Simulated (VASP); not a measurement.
# ScAl3 (Pm-3m) in VASP: a series of runs

ScAl3 is run at these levels: r2SCAN; tasks: electric field gradients.

Program: VASP 6.6.1. These are calculated values, not measurements. Logs are shortened: lines on timing, memory, paths and dates and some standing lists are left out, and cuts for length are marked.

**1. The cell of the first run**

Symmetry: Pm-3m, No. 221, cubic system. The conventional cell has a = 4.085 Å, b = 4.085 Å, c = 4.085 Å, α = 90.00°, β = 90.00°, γ = 90.00°. Sc (site symmetry m-3m) has 12 Al at 2.89 Å within 3.8 Å. Al (site symmetry 4/mmm) has 4 Sc at 2.89 Å and 8 Al at 2.89 Å within 3.8 Å.

**2. Electric field gradients, r2SCAN**

Input file POSCAR:

```
ScAl3
1.0
    4.0853436157      0.0000000000      0.0000000000
    0.0000000000      4.0853436157      0.0000000000
    0.0000000000      0.0000000000      4.0853436157
Sc Al
1 3
Direct
    0.0000000000      0.0000000000      0.0000000000
    0.5000000000      0.0000000000      0.5000000000
    0.0000000000      0.5000000000      0.5000000000
    0.5000000000      0.5000000000      0.0000000000
```

Input file INCAR.step1:

```
SYSTEM = ScAl3
PREC     = Accurate       ! precision mode
ENCUT    = 520            ! plane-wave cutoff, eV
ISMEAR   = 0              ! smearing method
SIGMA    = 0.05           ! smearing width, eV
LREAL    = .False.        ! projectors in reciprocal space
LASPH    = .True.         ! aspherical terms in the spheres
NELM     = 60             ! most SCF steps
NBANDS   = 18             ! bands
GGA      = PE             ! functional
ALGO     = Normal         ! electronic algorithm
EDIFF    = 1E-4           ! SCF threshold, eV
LWAVE    = .True.         ! write WAVECAR
LCHARG   = .False.        ! write CHGCAR
```

Input file INCAR.step2:

```
SYSTEM = ScAl3
PREC     = Accurate       ! precision mode
ENCUT    = 520            ! plane-wave cutoff, eV
EDIFF    = 1E-8           ! SCF threshold, eV
ISMEAR   = 0              ! smearing method
SIGMA    = 0.05           ! smearing width, eV
LREAL    = .False.        ! projectors in reciprocal space
LASPH    = .True.         ! aspherical terms in the spheres
NELM     = 60             ! most SCF steps
ALGO     = Normal         ! electronic algorithm
ISIF     = 2              ! what is computed and relaxed
LWAVE    = .False.        ! write WAVECAR
LCHARG   = .False.        ! write CHGCAR
METAGGA  = R2SCAN         ! meta-GGA
LMIXTAU  = .True.       
LEFG     = .True.       
NBANDS   = 18             ! bands
ISTART   = 1
```

Input file KPOINTS:

```
regular mesh
0
Gamma
  10 10 10
  0 0 0
```

Potentials or basis: VASP PAW PBE potentials, release 64 (Sc_sv, Al).

Run with:

```bash
> cat potpaw_PBE.64/Sc_sv/POTCAR potpaw_PBE.64/Al/POTCAR > POTCAR
> cp INCAR.step1 INCAR
> mpirun -np 1 vasp_std > vasp.out
> cp INCAR.step2 INCAR
> mpirun -np 1 vasp_std > vasp.out
```

OUTCAR:

```text
SYSTEM = ScAl3
   PREC = Accurate
   ENCUT = 520
   EDIFF = 1E-8
   ISMEAR = 0
   LREAL = .False.
   LASPH = .True.
   NELM = 60
   ISIF = 2
   METAGGA = R2SCAN
   ISTART = 1

 ion  position               nearest neighbor table
   1  0.000  0.000  0.000-   2 2.89   3 2.89   4 2.89   2 2.89   3 2.89   3 2.89   4 2.89   3 2.89
                             2 2.89   4 2.89   2 2.89   4 2.89
   2  0.500  0.000  0.500-   1 2.89   3 2.89   4 2.89   1 2.89   4 2.89   3 2.89   4 2.89   4 2.89
                             1 2.89   3 2.89   1 2.89   3 2.89
   3  0.000  0.500  0.500-   1 2.89   2 2.89   4 2.89   1 2.89   4 2.89   1 2.89   2 2.89   1 2.89
                             2 2.89   4 2.89   4 2.89   2 2.89
   4  0.500  0.500  0.000-   1 2.89   2 2.89   3 2.89   2 2.89   3 2.89   1 2.89   2 2.89   2 2.89
                             1 2.89   3 2.89   3 2.89   1 2.89

  LATTYP: Found a simple cubic cell.
 ALAT       =     4.0853436157

  Lattice vectors:

 A1 = (   4.0853436157,   0.0000000000,   0.0000000000)
 A2 = (   0.0000000000,   4.0853436157,   0.0000000000)
 A3 = (   0.0000000000,   0.0000000000,   4.0853436157)

Analysis of symmetry for initial positions (statically):
=====================================================================
 Subroutine PRICEL returns:
 Original cell was already a primitive cell.

 Routine SETGRP: Setting up the symmetry group for a
 simple cubic supercell.

 Subroutine GETGRP returns: Found 48 space group operations
 (whereof 48 operations were pure point group operations)
 out of a pool of 48 trial point group operations.

The static configuration has the point symmetry O_h .

Analysis of symmetry for dynamics (positions and initial velocities):
=====================================================================
 Subroutine PRICEL returns:
 Original cell was already a primitive cell.

 Routine SETGRP: Setting up the symmetry group for a
 simple cubic supercell.

 Subroutine GETGRP returns: Found 48 space group operations
 (whereof 48 operations were pure point group operations)
 out of a pool of 48 trial point group operations.

The dynamic configuration has the point symmetry O_h .

 Subroutine INISYM returns: Found 48 space group operations
 (whereof 48 operations are pure point group operations),
 and found     1 'primitive' translations

----------------------------------------------------------------------------------------

                                     Primitive cell

  volume of cell :      68.1845

  direct lattice vectors                    reciprocal lattice vectors
     4.085343616  0.000000000  0.000000000     0.244777452  0.000000000  0.000000000
     0.000000000  4.085343616  0.000000000     0.000000000  0.244777452  0.000000000
     0.000000000  0.000000000  4.085343616     0.000000000  0.000000000  0.244777452

  length of vectors
     4.085343616  4.085343616  4.085343616     0.244777452  0.244777452  0.244777452

  position of ions in fractional coordinates (direct lattice)
     0.000000000  0.000000000  0.000000000
     0.500000000  0.000000000  0.500000000
     0.000000000  0.500000000  0.500000000
     0.500000000  0.500000000  0.000000000

  ion indices of the primitive-cell ions
   primitive index   ion index
                 1           1
                 2           2
                 3           3
                 4           4

----------------------------------------------------------------------------------------

 KPOINTS: regular mesh

Automatic generation of k-mesh.
 Grid dimensions read from file:
 generate k-points for:   10   10   10

 Generating k-lattice:

  Cartesian coordinates                     Fractional coordinates (reciprocal lattice)
     0.024477745  0.000000000  0.000000000     0.100000000  0.000000000  0.000000000
     0.000000000  0.024477745  0.000000000     0.000000000  0.100000000  0.000000000
     0.000000000  0.000000000  0.024477745     0.000000000  0.000000000  0.100000000

  Length of vectors
[... 47 lines left out ...]
   ISTART =      1    job   : 0-new  1-cont  2-samecut
   ICHARG =      0    charge: 1-file 2-atom 10-const
   ISPIN  =      1    spin polarized calculation?
   LNONCOLLINEAR =      F non collinear calculations
   LSORBIT =      F    spin-orbit coupling
   LASPH  =      T    aspherical Exc in radial PAW
   ENCUT  =  520.0 eV  38.22 Ry    6.18 a.u.   7.60  7.60  7.60*2*pi/ulx,y,z
   NELM   =     60;   NELMIN=  2; NELMDL=  0     # of ELM steps
   EDIFF  = 0.1E-07   stopping-criterion for ELM
   LREAL  =      F    real-space projection
   EDIFFG = 0.1E-06   stopping-criterion for IOM
   NSW    =      0    number of steps for IOM
   IBRION =     -1    ionic relax: 0-MD 1-quasi-New 2-CG
   NFREE  =      0    steps in history (QN), initial steepest desc. (CG)
   ISIF   =      2    stress and relaxation
   ISYM   =      2    0-nonsym 1-usesym 2-fastsym
   POTIM  = 0.5000    time-step for ionic-motion
   TEBEG  =    0.0;   TEEND  =   0.0 temperature during run
   PSTRESS=    0.0 pullay stress
   NELECT =      20.0000    total number of electrons
   NUPDOWN=      -1.0000    fix difference up-down
   EMIN   =  10.00;   EMAX   =-10.00  energy-range for DOS
   EFERMI =   0.00;   METHOD = LEGACY
   ISMEAR =     0;   SIGMA  =   0.05  broadening in eV -4-tet -1-fermi 0-gaus
   EFERMI_NEDOS =   21; number of points for ismear=-14 and -15
   IALGO  =     38    algorithm
   IMIX   =      4    mixing-type and parameters
     AMIX     =   0.40;   BMIX     =  1.00
     AMIX_MAG =   1.60;   BMIX_MAG =  1.00
  volume/ion in A,a.u.               =      17.05       115.03
  Fermi-wavevector in a.u.,A,eV,Ry     =   1.087735  2.055520 16.097956  1.183166
  Thomas-Fermi vector in A             =   2.223900
   LORBIT       =      0    0 simple, 1 ext, 2 COOP (PROOUT), +10 PAW based schemes
   METAGGA = R2SCAN    functional components
   LHFCALC =     F    Hartree Fock is set to
   AEXX    =    0.0000 exact exchange contribution
   IVDW    =     0    specifies the selected vdW correction
   LEPSILON=     F    determine dielectric tensor
   LRPA    =     F    only Hartree local field effects (RPA)
 non-spin polarized calculation
 Gauss-broadening in eV      SIGMA  =   0.05
  energy-cutoff  :      520.00
  volume of cell :       68.18
 maximum number of plane-waves:      1861
   NGX = 15   NGY = 15   NGZ = 15

 number of electron      19.9999996 magnetization

 Free energy of the ion-electron system (eV)
  ---------------------------------------------------
  ext. energy  EPLUGINS =         0.00000000
  ---------------------------------------------------
  free energy    TOTEN  =       -33.50948914 eV

  energy without entropy =      -33.50828283  energy(sigma->0) =      -33.50888599

 E-fermi :   7.3426     XC(G=0): -11.1305

 val. band max:        7.2770183013   @ k =   0.3000   0.3000   0.0000
 cond. band min:       7.3586681135   @ k =   0.3000   0.0000   0.0000
 fundamental gap:      0.0816498122
 Fermi energy:         7.3425605513

 k-point     1 :       0.0000    0.0000    0.0000
  band No.  band energies     occupation
      1     -43.7425      2.00000
      2     -21.4820      2.00000
      3     -21.4820      2.00000
      4     -21.4820      2.00000
      5      -3.3292      2.00000
      6       4.6081      2.00000
[... 481 lines left out ...]
      5      -2.2840      2.00000
      6       1.4335      2.00000
[... 10 lines left out ...]
     17      12.4419      0.00000
     18      13.3042      0.00000

 [... further k-points ...]

------------------------ aborting loop because EDIFF is reached ----------------------------------------

  FORCE on cell =-STRESS in cart. coord.  units (eV):
  Direction    XX          YY          ZZ          XY          YZ          ZX
  --------------------------------------------------------------------------------------
  -------------------------------------------------------------------------------------
  Total       -0.0026315     -0.0026315     -0.0026315      0.0000000      0.0000000      0.0000000
  in kB       -0.0618337     -0.0618337     -0.0618337      0.0000000      0.0000000      0.0000000
  external PRESSURE =      -0.0618337 kB  Pullay stress =       0.0000000 kB

 VOLUME and BASIS-vectors are now :
 -----------------------------------------------------------------------------
  energy-cutoff  :      520.00
  volume of cell :       68.18
      direct lattice vectors                 reciprocal lattice vectors
     4.085343616  0.000000000  0.000000000     0.244777452  0.000000000  0.000000000
     0.000000000  4.085343616  0.000000000     0.000000000  0.244777452  0.000000000
     0.000000000  0.000000000  4.085343616     0.000000000  0.000000000  0.244777452

 POSITION                                       TOTAL-FORCE (eV/Angst)
 -----------------------------------------------------------------------------------
      0.00000      0.00000      0.00000         0.000000      0.000000      0.000000
      2.04267      0.00000      2.04267         0.000000      0.000000      0.000000
      0.00000      2.04267      2.04267         0.000000      0.000000      0.000000
      2.04267      2.04267      0.00000         0.000000      0.000000      0.000000
 -----------------------------------------------------------------------------------
    total drift:                                0.000000     -0.000000      0.000000

  FREE ENERGIE OF THE ION-ELECTRON SYSTEM (eV)
  ---------------------------------------------------
  free  energy   TOTEN  =       -33.5094891445 eV

  energy  without entropy=      -33.5082828326  energy(sigma->0) =      -33.50888599

 Electric field gradients (V/A^2)
---------------------------------------------------------------------
 ion       V_xx      V_yy      V_zz      V_xy      V_xz      V_yz
---------------------------------------------------------------------
   1      -0.000     0.000    -0.000     0.000     0.000     0.000
   2      -9.744    19.488    -9.744    -0.000    -0.000     0.000
   3      19.488    -9.744    -9.744    -0.000    -0.000    -0.000
   4      -9.744    -9.744    19.488     0.000     0.000     0.000
---------------------------------------------------------------------

 Electric field gradients after diagonalization (V/A^2)
 (convention: |V_zz| > |V_xx| > |V_yy|)
----------------------------------------------------------------------
 ion       V_xx      V_yy      V_zz     asymmetry (V_yy - V_xx)/ V_zz
----------------------------------------------------------------------
   1      -0.000     0.000    -0.000      -0.485
   2      -9.744    -9.744    19.488       0.000
   3      -9.744    -9.744    19.488       0.000
   4      -9.744    -9.744    19.488       0.000
----------------------------------------------------------------------

           NMR quadrupolar parameters

 Cq : quadrupolar parameter    Cq=e*Q*V_zz/h
 eta: asymmetry parameters     (V_yy - V_xx)/ V_zz
 Q  : nuclear electric quadrupole moment in mb (millibarn)
----------------------------------------------------------------------
 ion       Cq(MHz)       eta       Q (mb)
----------------------------------------------------------------------
   1      -0.000      -0.485       1.000
   2       0.047       0.000       1.000
   3       0.047       0.000       1.000
   4       0.047       0.000       1.000
----------------------------------------------------------------------
```

Wall time 5.1 min (1 thread of Intel Xeon Platinum 8259CL at 2.50GHz (Skylake/Cascade Lake), shared host); peak memory 0.21 GiB.

What came out:

```yaml
Free_energy: -33.5095 eV
Pressure: 0.0 GPa
Band_gap_on_the_k_mesh: zero (bands 10 and 11 overlap by 4.25 eV)
Largest_electric_field_gradient_by_atom: Sc -0.0; Al +19.5 V/Å²
```

Levels at points of the mesh, in eV from the Fermi level:
| k point | band 8 | band 9 | band 10 | band 11 | band 12 | band 13 |
| --- | --- | --- | --- | --- | --- | --- |
| (0.00, 0.00, 0.00) | -2.03 | -2.03 | -2.03 | 1.30 | 1.40 | 1.40 |
| (0.50, 0.00, 0.00) | -1.87 | -1.60 | 0.96 | 0.96 | 1.18 | 1.33 |
| (0.50, 0.50, 0.00) | -4.71 | -0.58 | -0.58 | 1.18 | 1.50 | 2.31 |
| (0.50, 0.50, 0.50) | -4.85 | -3.29 | -3.29 | -3.29 | 1.05 | 2.89 |

Electric field gradients, principal values (V/Å²):
```tsv
atom	least	middle	greatest (by size)
1 Sc	0.000	0.000	0.000
2 Al	-9.744	-9.744	19.488
3 Al	-9.744	-9.744	19.488
4 Al	-9.744	-9.744	19.488
```

Caveat: without QUAD_EFG the Cq values of the log hold for a quadrupole moment of 1 mb, not for the nuclei; the PAW data sets were made with another functional, which shifts forces and pressure a little.

**3. Electric field gradients, r2SCAN**

Input file POSCAR:

```
ScAl3
1.0
    4.0878065700      0.0000000000      0.0000000000
    0.0000000000      4.0878065700      0.0000000000
    0.0000000000      0.0000000000      4.0878065700
Sc Al
1 3
Direct
    0.0000000000      0.0000000000      0.0000000000
    0.5000000000      0.0000000000      0.5000000000
    0.0000000000      0.5000000000      0.5000000000
    0.5000000000      0.5000000000      0.0000000000
```

Input file INCAR.step1:

```
SYSTEM = ScAl3
  PREC = Accurate
  ENCUT = 520
  ISMEAR = 0
  SIGMA = 0.05
  LREAL = .FALSE.
  LASPH = .TRUE.
  NELM = 80
  NBANDS = 18
  GGA = PE
  ALGO = Normal
  EDIFF = 1E-4
  LWAVE = .TRUE.
  LCHARG = .FALSE.
```

Input file INCAR.step2:

```
SYSTEM = ScAl3
  PREC = Accurate
  ENCUT = 520
  EDIFF = 1E-8
  ISMEAR = 0
  SIGMA = 0.05
  LREAL = .FALSE.
  LASPH = .TRUE.
  NELM = 80
  ALGO = Normal
  ISIF = 2
  LWAVE = .FALSE.
  LCHARG = .FALSE.
  METAGGA = R2SCAN
  LMIXTAU = .TRUE.
  LEFG = .TRUE.
  NBANDS = 18
  ISTART = 1
```

Input file KPOINTS:

```
Automatic mesh
0
G
  10 10 10
  0 0 0
```

Potentials or basis: VASP PAW PBE potentials, release 64 (Sc_sv, Al).

Run with:

```bash
> cat potpaw_PBE.64/Sc_sv/POTCAR potpaw_PBE.64/Al/POTCAR > POTCAR
> cp INCAR.step1 INCAR
> mpirun -np 1 vasp_std > vasp.out
> cp INCAR.step2 INCAR
> mpirun -np 1 vasp_std > vasp.out
```

OUTCAR:

```text
SYSTEM = ScAl3
   PREC = Accurate
   ENCUT = 520
   EDIFF = 1E-8
   ISMEAR = 0
   LREAL = .FALSE.
   LASPH = .TRUE.
   NELM = 80
   ISIF = 2
   METAGGA = R2SCAN
   ISTART = 1

 ion  position               nearest neighbor table
   1  0.000  0.000  0.000-   2 2.89   3 2.89   4 2.89   2 2.89   3 2.89   3 2.89   4 2.89   3 2.89
                             2 2.89   4 2.89   2 2.89   4 2.89
   2  0.500  0.000  0.500-   1 2.89   3 2.89   4 2.89   1 2.89   4 2.89   3 2.89   4 2.89   4 2.89
                             1 2.89   3 2.89   1 2.89   3 2.89
   3  0.000  0.500  0.500-   1 2.89   2 2.89   4 2.89   1 2.89   4 2.89   1 2.89   2 2.89   1 2.89
                             2 2.89   4 2.89   4 2.89   2 2.89
   4  0.500  0.500  0.000-   1 2.89   2 2.89   3 2.89   2 2.89   3 2.89   1 2.89   2 2.89   2 2.89
                             1 2.89   3 2.89   3 2.89   1 2.89

  LATTYP: Found a simple cubic cell.
 ALAT       =     4.0878065700

  Lattice vectors:

 A1 = (   4.0878065700,   0.0000000000,   0.0000000000)
 A2 = (   0.0000000000,   4.0878065700,   0.0000000000)
 A3 = (   0.0000000000,   0.0000000000,   4.0878065700)

[... 713 lines left out ...]
      2.04390      0.00000      2.04390         0.000000      0.000000      0.000000
      0.00000      2.04390      2.04390         0.000000      0.000000      0.000000
      2.04390      2.04390      0.00000         0.000000      0.000000      0.000000
 -----------------------------------------------------------------------------------
    total drift:                                0.000000     -0.000000      0.000000

  FREE ENERGIE OF THE ION-ELECTRON SYSTEM (eV)
  ---------------------------------------------------
  free  energy   TOTEN  =       -33.5094272774 eV

  energy  without entropy=      -33.5082149929  energy(sigma->0) =      -33.50882114

 Electric field gradients (V/A^2)
---------------------------------------------------------------------
 ion       V_xx      V_yy      V_zz      V_xy      V_xz      V_yz
---------------------------------------------------------------------
   1       0.000    -0.000     0.000     0.000     0.000    -0.000
   2      -9.740    19.479    -9.740    -0.000     0.000    -0.000
   3      19.479    -9.740    -9.740     0.000    -0.000     0.000
   4      -9.740    -9.740    19.479     0.000    -0.000     0.000
---------------------------------------------------------------------

 Electric field gradients after diagonalization (V/A^2)
 (convention: |V_zz| > |V_xx| > |V_yy|)
----------------------------------------------------------------------
 ion       V_xx      V_yy      V_zz     asymmetry (V_yy - V_xx)/ V_zz
----------------------------------------------------------------------
   1      -0.000     0.000     0.000       0.830
   2      -9.740    -9.740    19.479       0.000
   3      -9.740    -9.740    19.479       0.000
   4      -9.740    -9.740    19.479       0.000
----------------------------------------------------------------------

           NMR quadrupolar parameters

 Cq : quadrupolar parameter    Cq=e*Q*V_zz/h
 eta: asymmetry parameters     (V_yy - V_xx)/ V_zz
 Q  : nuclear electric quadrupole moment in mb (millibarn)
----------------------------------------------------------------------
 ion       Cq(MHz)       eta       Q (mb)
----------------------------------------------------------------------
   1       0.000       0.830       1.000
   2       0.047       0.000       1.000
   3       0.047       0.000       1.000
   4       0.047       0.000       1.000
----------------------------------------------------------------------
```

OUTCAR.step1:

```text
SYSTEM = ScAl3
   PREC = Accurate
   ENCUT = 520
   ISMEAR = 0
   LREAL = .FALSE.
   LASPH = .TRUE.
[... 736 lines left out ...]
      2.04390      0.00000      2.04390         0.000000      0.000000      0.000000
      0.00000      2.04390      2.04390         0.000000      0.000000      0.000000
      2.04390      2.04390      0.00000         0.000000      0.000000      0.000000
 -----------------------------------------------------------------------------------
    total drift:                                0.000000     -0.000000      0.000000

  FREE ENERGIE OF THE ION-ELECTRON SYSTEM (eV)
  ---------------------------------------------------
  free  energy   TOTEN  =       -19.2951456565 eV

  energy  without entropy=      -19.2938044121  energy(sigma->0) =      -19.29447503
```

It took 5.2 min on 1 thread of Intel Xeon Platinum 8259CL at 2.50GHz (Skylake/Cascade Lake), shared host; peak memory 0.21 GiB.

Results:

* Free energy: -33.5094 eV
* Pressure: -0.2 GPa
* Band gap on the k mesh: zero (bands 10 and 11 overlap by 4.25 eV)
* Largest electric field gradient by atom: Sc -0.0; Al +19.5 V/Å²

Electric field gradients, principal values (V/Å²):
```csv
atom,least,middle,greatest (by size)
1 Sc,0.000,0.000,0.000
2 Al,-9.740,-9.740,19.479
3 Al,-9.740,-9.740,19.479
4 Al,-9.740,-9.740,19.479
```

Caveat: without QUAD_EFG the Cq values of the log hold for a quadrupole moment of 1 mb, not for the nuclei; the PAW data sets were made with another functional, which shifts forces and pressure a little.

The gap in the log of VASP goes by the Fermi energy; the results here count the filled bands.